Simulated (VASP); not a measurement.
**Ti16BH3: single point with PBE+D3(BJ)**

Ti16BH3, a slab with vacuum:

```xyz
20
Lattice="5.7729 0.0000 0.0000 -2.8865 4.9995 0.0000 0.0000 0.0000 25.0677" Properties=species:S:1:pos:R:3 pbc="T T T"
Ti    1.4432    0.8333    8.0000
Ti    0.0000    3.3330    8.0000
Ti    4.3297    0.8333    8.0000
Ti    2.8865    3.3330    8.0000
Ti    0.0000    1.6665   10.2870
Ti   -1.4432    4.1663   10.2870
Ti    2.8865    1.6665   10.2870
Ti    1.4432    4.1663   10.2870
Ti    1.4345    0.8285   12.6538
Ti    0.0000    3.3330   12.6577
Ti    4.3382    0.8281   12.6538
Ti    2.8867    3.3430   12.6538
Ti   -0.0030    1.6821   14.9103
Ti   -1.4283    4.1611   14.9103
Ti    2.8865    1.6665   14.8130
Ti    1.4313    4.1559   14.9103
B     0.0000    0.0000   16.5076
H    -0.0170    1.1828   16.9082
H    -1.0158   -0.6061   16.9082
H     1.0328   -0.5767   16.9082
```

```
Program             : VASP 6.6.1
Task                : single point
Functional          : PBE
Dispersion          : D3(BJ)
Potentials or basis : VASP PAW PBE potentials, release 64 (Ti_sv, B, H)
Cutoff              : 520 eV
k mesh              : 4 × 4 × 1
Occupations         : gaussian, width 0.1 eV
Spin                : no spin polarisation
```

- Largest force: 0.534 eV/Å
- Band gap on the k mesh: zero (bands 99 and 100 overlap by 0.62 eV)
- Dispersion energy per atom: -0.395 eV

Forces on the atoms (eV/Å):
```
Ti  -0.021 -0.012  0.456
Ti   0.000  0.000  0.468
Ti   0.020 -0.012  0.456
Ti   0.000  0.024  0.456
Ti   0.000 -0.028 -0.431
Ti  -0.024  0.014 -0.431
Ti   0.000  0.000 -0.534
Ti   0.024  0.014 -0.431
Ti  -0.007 -0.001  0.009
Ti   0.000  0.000 -0.004
Ti   0.004 -0.005  0.009
Ti   0.003  0.006  0.009
Ti  -0.001  0.022 -0.018
Ti   0.019 -0.010 -0.018
Ti   0.000  0.000  0.004
Ti  -0.019 -0.011 -0.018
B    0.000  0.000 -0.012
H    0.003  0.004  0.011
H   -0.005  0.001  0.011
H    0.002 -0.005  0.011
```

Levels at points of the mesh, in eV from the Fermi level:
```tsv
k point	band 95	band 96	band 97	band 98	band 99	band 100	band 101	band 102	band 103	band 104
(0.00, 0.00, 0.00)	0.00	0.00	0.31	0.34	0.46	0.48	0.48	0.77	0.77	0.80
(0.50, 0.00, 0.00)	-0.41	-0.38	-0.29	-0.28	-0.17	-0.16	-0.09	-0.01	0.10	0.19
```

Run time: 35 min on 1 thread of AMD EPYC 7R43 64-Core Processor (Zen 3), with other jobs on the host, peak memory 0.91 GiB.
